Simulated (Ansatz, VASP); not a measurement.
## Two plane-wave programs on Si

```
CELL_PARAMETERS angstrom
7.48846 0.00000 0.00000
-3.74423 6.48519 0.00000
0.00000 0.00000 5.22289
ATOMIC_POSITIONS crystal
Si 0.29024 0.00000 0.00000
Si 0.00000 0.29024 0.66667
Si 0.70976 0.70976 0.33333
Si 0.70976 0.00000 0.50000
Si 0.00000 0.70976 0.16667
Si 0.29024 0.29024 0.83333
Si 0.40805 0.81611 0.75000
Si 0.18389 0.59195 0.41667
Si 0.40805 0.59195 0.08333
Si 0.59195 0.18389 0.25000
Si 0.81611 0.40805 0.91667
Si 0.59195 0.40805 0.58333
```

Alike in both runs: functional PBE; k mesh 6 × 6 × 6; occupations gaussian, width 0.02 eV; no spin polarisation.

Ansatz relaxed the structure, and its values are those at the end. VASP's run is a single point on that final structure, the one shown.

|  | VASP | Ansatz |
| --- | --- | --- |
| version | VASP 6.6.1 | Ansatz 0.2.0 |
| potentials or method | VASP PAW PBE potentials, release 64 (Si), cutoff 520 eV | scalar-relativistic, plane waves, PAW |
| valence electrons in the cell | 48 | 48 |

|  | VASP | Ansatz | Ansatz less VASP |
| --- | --- | --- | --- |
| gap on the k mesh at the Fermi level (eV) | 0.80 | 0.80 | -0.002 |
| least direct gap on the mesh (eV) | 1.05 | 1.04 | -0.002 |
| pressure (GPa) | -0.1 | 0.0 | +0.08 |

The functional is the same, so the differences come from potentials, cutoffs and numerics.
